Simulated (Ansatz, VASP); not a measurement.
# C in VASP and in Ansatz

```
CELL_PARAMETERS angstrom
0.00000 1.78337 1.78337
1.78337 0.00000 1.78337
1.78337 1.78337 0.00000
ATOMIC_POSITIONS crystal
C 0.75000 0.75000 0.75000
C 0.50000 0.50000 0.50000
```

Alike in both runs: task single point; functional PBE; k mesh 8 × 8 × 8; occupations gaussian, width 0.1 eV; no spin polarisation.

```csv
,VASP,Ansatz
version,VASP 6.6.1,Ansatz 0.2.0
potentials or method,"VASP PAW PBE potentials, release 64 (C), cutoff 600 eV","scalar-relativistic, plane waves, PAW"
valence electrons in the cell,8,8
```

|  | VASP | Ansatz | Ansatz less VASP |
| --- | --- | --- | --- |
| gap on the k mesh at the Fermi level (eV) | 4.13 | 4.14 | +0.007 |
| least direct gap on the mesh (eV) | 5.59 | 5.59 | +0.004 |
| pressure (GPa) | 1.8 | 1.8 | 0.00 |
